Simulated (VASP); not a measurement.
Wanted: the native input for a VASP 6.6.1 run.

| Quantity | Value |
| --- | --- |
| Task | single point |
| Functional | PBE |
| Potentials or basis | VASP PAW PBE potentials, release 64 (Ta_pv, F) |
| Cutoff | 520 eV |
| k mesh | 7 × 7 × 7 |
| Occupations | fermi-dirac, width 0.05 eV |
| Spin | no spin polarisation |
| Dipole correction | no |
| Further INCAR settings | ALGO = Normal; EDIFF = 1e-07; NBANDS = 24 |

The structure of TaF3 lies in POSCAR:

```
TaF3
1.0
    4.1255380702      0.0000000000      0.0000000000
    0.0000000000      4.1255380702      0.0000000000
    0.0000000000      0.0000000000      4.1255380702
Ta F
1 3
Direct
    0.0000000000      0.0000000000      0.0000000000
    0.0000000000      0.0000000000      0.5000000000
    0.0000000000      0.5000000000      0.0000000000
    0.5000000000      0.0000000000      0.0000000000
```

The input as run:

INCAR

```
  ALGO = Normal
  EDIFF = 1E-7
  ENCUT = 520
  GGA = PE
  ISIF = 2
  ISMEAR = -1
  LASPH = True
  LCHARG = False
  LREAL = False
  LWAVE = False
  NBANDS = 24
  NELM = 80
  PREC = Accurate
  SIGMA = 0.05
```

KPOINTS

```
k-points
0
Gamma
  7 7 7
```

Potentials or basis: VASP PAW PBE potentials, release 64 (Ta_pv, F).

The run is started by

```sh
$ cat potpaw_PBE.64/Ta_pv/POTCAR potpaw_PBE.64/F/POTCAR > POTCAR
$ mpirun -np 1 vasp_std > vasp.out
```

Results of the run:

```json
{
 "Pressure": "0.0 GPa",
 "Band gap on the k mesh": "zero (band 16 reaches 4.42 eV, above the bottom of band 17 at 2.35 eV)"
}
```

Caveat: spin-orbit coupling is left out, which moves the levels of the heavy elements.

Wall time 22 s on 1 thread of AMD EPYC 7R43 64-Core Processor (Zen 3), on a shared host, peak memory 0.15 GiB.
